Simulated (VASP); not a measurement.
# SnGe7 (P-4m2) in VASP: single point with PBE

Aim: the single point of SnGe7 with PBE.

Program: VASP 6.6.1. These are calculated values, not measurements. Logs are shortened: lines on timing, memory, paths and dates and some standing lists are left out, and cuts for length are marked.

### Step 1. The cell of the first run

It takes space group P-4m2 (No. 115, tetragonal). The conventional cell has a = 4.155 Å, b = 4.155 Å, c = 11.775 Å, α = 90.00°, β = 90.00°, γ = 90.00°. Within 3.5 Å of Sn (site symmetry -4m2) lie 4 Ge at 2.64 Å. Ge (site symmetry 2mm) has 4 Ge at 2.51 to 2.52 Å within 3.3 Å. Within 3.3 Å of Ge (site symmetry 2mm) lie 4 Ge at 2.52 Å. Ge (site symmetry 2mm) has 2 Ge at 2.51 Å and 2 Sn at 2.64 Å within 3.3 Å. Within 3.3 Å of Ge (site symmetry -4m2) lie 4 Ge at 2.52 Å.

### Step 2. Single point, PBE

INCAR reads:

```
SYSTEM = SnGe7
PREC = Accurate ; ENCUT = 520
EDIFF = 1E-6 ; ISMEAR = 0
SIGMA = 0.2 ; LREAL = .False.
LASPH = .True. ; NELM = 60
ALGO = Normal ; ISIF = 2
LWAVE = .False. ; LCHARG = .False.
GGA = PE ; NBANDS = 66
```

KPOINTS reads:

```
Automatic mesh
0
Gamma
  6 6 2
  0 0 0
```

POSCAR reads:

```
SnGe7
1.0
    4.1546988372      0.0000000000      0.0000000000
    0.0000000000      4.1546988372      0.0000000000
    0.0000000000      0.0000000000     11.7746838065
Sn Ge
1 7
Direct
    0.0000000000      0.0000000000      0.0000000000
    0.5000000000      0.5000000000      0.7414944249
    0.0000000000      0.5000000000      0.6206490436
    0.5000000000      0.5000000000      0.2585055751
    0.5000000000      0.0000000000      0.3793509564
    0.5000000000      0.0000000000      0.8615479026
    0.0000000000      0.5000000000      0.1384520974
    0.0000000000      0.0000000000      0.5000000000
```

Potentials or basis: VASP PAW PBE potentials, release 64 (Sn_d, Ge_d).

Launch:

```console
$ cat potpaw_PBE.64/Sn_d/POTCAR potpaw_PBE.64/Ge_d/POTCAR > POTCAR
$ mpirun -np 1 vasp_std > vasp.out
```

OUTCAR:

```text
SYSTEM = SnGe7
   PREC = Accurate
   ENCUT = 520
   EDIFF = 1E-6
   ISMEAR = 0
   LREAL = .False.
   LASPH = .True.
   NELM = 60
   ISIF = 2
   GGA = PE

 ion  position               nearest neighbor table
   1  0.000  0.000  0.000-   6 2.64   7 2.64   7 2.64   6 2.64
   2  0.500  0.500  0.741-   6 2.51   6 2.51   3 2.52   3 2.52
   3  0.000  0.500  0.621-   8 2.52   8 2.52   2 2.52   2 2.52
   4  0.500  0.500  0.259-   7 2.51   7 2.51   5 2.52   5 2.52
   5  0.500  0.000  0.379-   8 2.52   8 2.52   4 2.52   4 2.52
   6  0.500  0.000  0.862-   2 2.51   2 2.51   1 2.64   1 2.64
   7  0.000  0.500  0.138-   4 2.51   4 2.51   1 2.64   1 2.64
   8  0.000  0.000  0.500-   3 2.52   5 2.52   3 2.52   5 2.52

  LATTYP: Found a simple tetragonal cell.
 ALAT       =     4.1546988372
 C/A-ratio  =     2.8340643372

  Lattice vectors:

 A1 = (   4.1546988372,   0.0000000000,   0.0000000000)
 A2 = (   0.0000000000,   4.1546988372,   0.0000000000)
 A3 = (   0.0000000000,   0.0000000000,  11.7746838065)

Analysis of symmetry for initial positions (statically):
=====================================================================
 Subroutine PRICEL returns:
 Original cell was already a primitive cell.

 Routine SETGRP: Setting up the symmetry group for a
 simple tetragonal supercell.

 Subroutine GETGRP returns: Found  8 space group operations
 (whereof  8 operations were pure point group operations)
 out of a pool of 16 trial point group operations.

The static configuration has the point symmetry D_2d.

Analysis of symmetry for dynamics (positions and initial velocities):
=====================================================================
 Subroutine PRICEL returns:
 Original cell was already a primitive cell.

 Routine SETGRP: Setting up the symmetry group for a
 simple tetragonal supercell.

 Subroutine GETGRP returns: Found  8 space group operations
 (whereof  8 operations were pure point group operations)
 out of a pool of 16 trial point group operations.

The dynamic configuration has the point symmetry D_2d.

 Subroutine INISYM returns: Found  8 space group operations
 (whereof  8 operations are pure point group operations),
 and found     1 'primitive' translations

----------------------------------------------------------------------------------------

                                     Primitive cell

  volume of cell :     203.2490

  direct lattice vectors                    reciprocal lattice vectors
     4.154698837  0.000000000  0.000000000     0.240691333  0.000000000  0.000000000
     0.000000000  4.154698837  0.000000000     0.000000000  0.240691333  0.000000000
     0.000000000  0.000000000 11.774683807     0.000000000  0.000000000  0.084927971

  length of vectors
     4.154698837  4.154698837 11.774683807     0.240691333  0.240691333  0.084927971

  position of ions in fractional coordinates (direct lattice)
     0.000000000  0.000000000  0.000000000
     0.500000000  0.500000000  0.741494425
     0.000000000  0.500000000  0.620649044
     0.500000000  0.500000000  0.258505575
     0.500000000  0.000000000  0.379350956
     0.500000000  0.000000000  0.861547903
     0.000000000  0.500000000  0.138452097
     0.000000000  0.000000000  0.500000000

  ion indices of the primitive-cell ions
   primitive index   ion index
                 1           1
                 2           2
                 3           3
                 4           4
                 5           5
                 6           6
                 7           7
                 8           8

----------------------------------------------------------------------------------------

 KPOINTS: Automatic mesh

Automatic generation of k-mesh.
 Grid dimensions read from file:
 generate k-points for:    6    6    2

 Generating k-lattice:

  Cartesian coordinates                     Fractional coordinates (reciprocal lattice)
     0.040115222  0.000000000  0.000000000     0.166666667  0.000000000  0.000000000
     0.000000000  0.040115222  0.000000000     0.000000000  0.166666667  0.000000000
     0.000000000  0.000000000  0.042463985     0.000000000  0.000000000  0.500000000

  Length of vectors
     0.040115222  0.040115222  0.042463985

  Shift w.r.t. Gamma in fractional coordinates (k-lattice)
     0.000000000  0.000000000  0.000000000

 Subroutine IBZKPT returns following result:
 ===========================================

 Found     20 irreducible k-points:

 Following reciprocal coordinates:
            Coordinates               Weight
  0.000000  0.000000  0.000000      1.000000
  0.166667  0.000000  0.000000      4.000000
  0.333333  0.000000  0.000000      4.000000
  0.500000  0.000000  0.000000      2.000000
  0.166667  0.166667  0.000000      4.000000
  0.333333  0.166667  0.000000      8.000000
[... 12 lines left out ...]
  0.500000  0.333333  0.500000      4.000000
  0.500000  0.500000  0.500000      1.000000
   k-points           NKPTS =     20   k-points in BZ     NKDIM =     20   number of bands    NBANDS=     66
   number of dos      NEDOS =    301   number of ions     NIONS =      8
   total plane-waves  NPLWV =  92160
   dimension x,y,z NGX =    32 NGY =   32 NGZ =   90
   dimension x,y,z NGXF=    64 NGYF=   64 NGZF=  180
   ions per type =               1   7
   NGX,Y,Z   is equivalent  to a cutoff of  12.80, 12.80, 12.71 a.u.
   NGXF,Y,Z  is equivalent  to a cutoff of  25.61, 25.61, 25.41 a.u.
 SYSTEM =  SnGe7
   PREC   = accura    normal or accurate (medium, high low for compatibility)
   ISTART =      0    job   : 0-new  1-cont  2-samecut
   ICHARG =      2    charge: 1-file 2-atom 10-const
   ISPIN  =      1    spin polarized calculation?
   LNONCOLLINEAR =      F non collinear calculations
   LSORBIT =      F    spin-orbit coupling
   LASPH  =      T    aspherical Exc in radial PAW
   ENCUT  =  520.0 eV  38.22 Ry    6.18 a.u.   7.72  7.72 21.89*2*pi/ulx,y,z
   NELM   =     60;   NELMIN=  2; NELMDL= -5     # of ELM steps
   EDIFF  = 0.1E-05   stopping-criterion for ELM
   LREAL  =      F    real-space projection
   EDIFFG = 0.1E-04   stopping-criterion for IOM
   NSW    =      0    number of steps for IOM
   IBRION =     -1    ionic relax: 0-MD 1-quasi-New 2-CG
   NFREE  =      0    steps in history (QN), initial steepest desc. (CG)
   ISIF   =      2    stress and relaxation
   ISYM   =      2    0-nonsym 1-usesym 2-fastsym
   POTIM  = 0.5000    time-step for ionic-motion
   TEBEG  =    0.0;   TEEND  =   0.0 temperature during run
   PSTRESS=    0.0 pullay stress
   NELECT =     112.0000    total number of electrons
   NUPDOWN=      -1.0000    fix difference up-down
   EMIN   =  10.00;   EMAX   =-10.00  energy-range for DOS
   EFERMI =   0.00;   METHOD = LEGACY
   ISMEAR =     0;   SIGMA  =   0.20  broadening in eV -4-tet -1-fermi 0-gaus
   EFERMI_NEDOS =   21; number of points for ismear=-14 and -15
   IALGO  =     38    algorithm
   IMIX   =      4    mixing-type and parameters
     AMIX     =   0.40;   BMIX     =  1.00
     AMIX_MAG =   1.60;   BMIX_MAG =  1.00
  volume/ion in A,a.u.               =      25.41       171.45
  Fermi-wavevector in a.u.,A,eV,Ry     =   1.342161  2.536317 24.509495  1.801397
  Thomas-Fermi vector in A             =   2.470337
   LORBIT       =      0    0 simple, 1 ext, 2 COOP (PROOUT), +10 PAW based schemes
   GGA     = PE    functional components
   LHFCALC =     F    Hartree Fock is set to
   AEXX    =    0.0000 exact exchange contribution
   IVDW    =     0    specifies the selected vdW correction
   LEPSILON=     F    determine dielectric tensor
   LRPA    =     F    only Hartree local field effects (RPA)
 non-spin polarized calculation
 Gauss-broadening in eV      SIGMA  =   0.20
  energy-cutoff  :      520.00
  volume of cell :      203.25
 maximum number of plane-waves:      5500
 NGX is ok and might be reduce to    32
   NGX = 15   NGY = 15   NGZ = 43

 number of electron     112.0000096 magnetization

 Free energy of the ion-electron system (eV)
  ---------------------------------------------------
  ext. energy  EPLUGINS =         0.00000000
  ---------------------------------------------------
  free energy    TOTEN  =       -35.22524638 eV

  energy without entropy =      -35.21116295  energy(sigma->0) =      -35.21820466

 E-fermi :   4.5747     XC(G=0):  -9.5060

 val. band max:        4.5225100517   @ k =   0.1667   0.0000   0.0000
 cond. band min:       4.5766960663   @ k =   0.0000   0.0000   0.0000
 fundamental gap:      0.0541860147
 Fermi energy:         4.5746518069

 k-point     1 :       0.0000    0.0000    0.0000
  band No.  band energies     occupation
      1     -20.2000      2.00000
      2     -20.2000      2.00000
      3     -20.1857      2.00000
      4     -20.1857      2.00000
      5     -20.1796      2.00000
      6     -20.1711      2.00000
[... 58 lines left out ...]
     65       7.2473      0.00000
     66       7.3043      0.00000

 k-point     2 :       0.1667    0.0000    0.0000
  band No.  band energies     occupation
      1     -20.2088      2.00000
      2     -20.2008      2.00000
      3     -20.1950      2.00000
      4     -20.1883      2.00000
      5     -20.1815      2.00000
      6     -20.1668      2.00000
[... 58 lines left out ...]
     65       7.5841      0.00000
     66       8.2626      0.00000

 k-point     3 :       0.3333    0.0000    0.0000
  band No.  band energies     occupation
      1     -20.2137      2.00000
      2     -20.2024      2.00000
      3     -20.1983      2.00000
      4     -20.1931      2.00000
      5     -20.1885      2.00000
      6     -20.1718      2.00000
[... 1162 lines left out ...]
     65      10.2739      0.00000
     66      10.3137      0.00000

 k-point    20 :       0.5000    0.5000    0.5000
  band No.  band energies     occupation
      1     -20.2144      2.00000
      2     -20.2144      2.00000
      3     -20.2099      2.00000
      4     -20.2088      2.00000
      5     -20.2020      2.00000
      6     -20.1660      2.00000
[... 58 lines left out ...]
     65      11.4980      0.00000
     66      11.5080      0.00000

------------------------ aborting loop because EDIFF is reached ----------------------------------------

  FORCE on cell =-STRESS in cart. coord.  units (eV):
  Direction    XX          YY          ZZ          XY          YZ          ZX
  --------------------------------------------------------------------------------------
  -------------------------------------------------------------------------------------
  Total        0.1699663      0.1699663     -0.0921990      0.0000000      0.0000000      0.0000000
  in kB        1.3398158      1.3398158     -0.7267894      0.0000000      0.0000000      0.0000000
  external PRESSURE =       0.6509474 kB  Pullay stress =       0.0000000 kB

 VOLUME and BASIS-vectors are now :
 -----------------------------------------------------------------------------
  energy-cutoff  :      520.00
  volume of cell :      203.25
      direct lattice vectors                 reciprocal lattice vectors
     4.154698837  0.000000000  0.000000000     0.240691333  0.000000000  0.000000000
     0.000000000  4.154698837  0.000000000     0.000000000  0.240691333  0.000000000
     0.000000000  0.000000000 11.774683807     0.000000000  0.000000000  0.084927971

 POSITION                                       TOTAL-FORCE (eV/Angst)
 -----------------------------------------------------------------------------------
      0.00000      0.00000      0.00000        -0.000000      0.000000      0.000000
      2.07735      2.07735      8.73086        -0.000000     -0.000000      0.005100
      0.00000      2.07735      7.30795        -0.000000      0.000000     -0.005109
      2.07735      2.07735      3.04382        -0.000000      0.000000     -0.005100
      2.07735      0.00000      4.46674        -0.000000      0.000000      0.005109
      2.07735      0.00000     10.14445         0.000000      0.000000     -0.019544
      0.00000      2.07735      1.63023        -0.000000      0.000000      0.019544
      0.00000      0.00000      5.88734        -0.000000      0.000000      0.000000
 -----------------------------------------------------------------------------------
    total drift:                                0.000000      0.000000      0.000000

  FREE ENERGIE OF THE ION-ELECTRON SYSTEM (eV)
  ---------------------------------------------------
  free  energy   TOTEN  =       -35.2252463846 eV

  energy  without entropy=      -35.2111629452  energy(sigma->0) =      -35.21820466
```

Wall time 9.3 min (1 thread of Intel Xeon 8259CL, shared host); peak memory 0.4 GiB.

Results:

```
Free energy            : -35.2252 eV
Pressure               : 0.1 GPa
Largest force          : 0.020 eV/Å
Band gap on the k mesh : zero (bands 56 and 57 overlap by 0.29 eV)
```

Forces in eV/Å, atoms in the order of the input:
```
Sn   0.000  0.000  0.000
Ge   0.000  0.000  0.005
Ge   0.000  0.000 -0.005
Ge   0.000  0.000 -0.005
Ge   0.000  0.000  0.005
Ge   0.000  0.000 -0.020
Ge   0.000  0.000  0.020
Ge   0.000  0.000  0.000
```

Levels at points of the mesh, in eV from the Fermi level:
| k point | band 54 | band 55 | band 56 | band 57 | band 58 | band 59 |
| --- | --- | --- | --- | --- | --- | --- |
| (0.00, 0.00, 0.00) | -0.70 | 0.00 | 0.09 | 0.09 | 0.68 | 0.74 |
| (0.50, 0.00, 0.00) | -1.27 | -1.25 | -0.70 | -0.20 | 0.08 | 1.53 |
| (0.50, 0.50, 0.00) | -2.77 | -2.77 | -2.66 | 0.79 | 0.79 | 0.83 |
| (0.00, 0.00, 0.50) | -0.92 | -0.50 | -0.50 | 0.61 | 0.61 | 1.31 |
| (0.50, 0.00, 0.50) | -1.50 | -1.48 | -0.71 | 0.93 | 1.03 | 1.07 |
| (0.50, 0.50, 0.50) | -3.12 | -3.12 | -3.04 | 1.78 | 1.78 | 1.88 |

Caveat: semilocal functionals underestimate gaps, and a narrow one can read as zero; spin-orbit coupling is left out, which moves the levels of the heavy elements.

The gap in the log of VASP goes by the Fermi energy; the results here count the filled bands.